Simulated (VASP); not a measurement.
A run of VASP 6.6.1 is set up as follows.

INCAR

```
PREC = Accurate
ENCUT = 520
EDIFF = 1E-7
ISMEAR = -1
SIGMA = 0.05
LREAL = False
LASPH = True
NELM = 150
ALGO = Normal
ISIF = 2
LWAVE = False
LCHARG = True
ISPIN = 2
MAGMOM = 0.6 0.6 0.6 1
LORBIT = 11
LMAXMIX = 4
GGA = PS
LELF = True
LVHAR = True
NBANDS = 30
```

KPOINTS

```
regular mesh
0
Gamma
  10 10 10
```

The input POSCAR:

```
NiIr3
1.0
   -1.9057023326      1.9057023326      3.8514069644
    1.9057023326     -1.9057023326      3.8514069644
    1.9057023326      1.9057023326     -3.8514069644
Ir Ni
3 1
Direct
    0.5000000000      0.5000000000      0.0000000000
    0.2500000000      0.7500000000      0.5000000000
    0.7500000000      0.2500000000      0.5000000000
    0.0000000000      0.0000000000      0.0000000000
```

Potentials or basis: VASP PAW PBE potentials, release 64 (Ir, Ni).

Command:

```bash
$ cat potpaw_PBE.64/Ir/POTCAR potpaw_PBE.64/Ni/POTCAR > POTCAR
$ mpirun -np 1 vasp_std > vasp.out
```

(1) What does it give for the pressure?

(2) Estimate the net moment.

Answers

(1) -16.3 GPa.

(2) 0.00 μB per cell.

Caveat: the PAW data sets were made with another functional, which shifts forces and pressure a little.
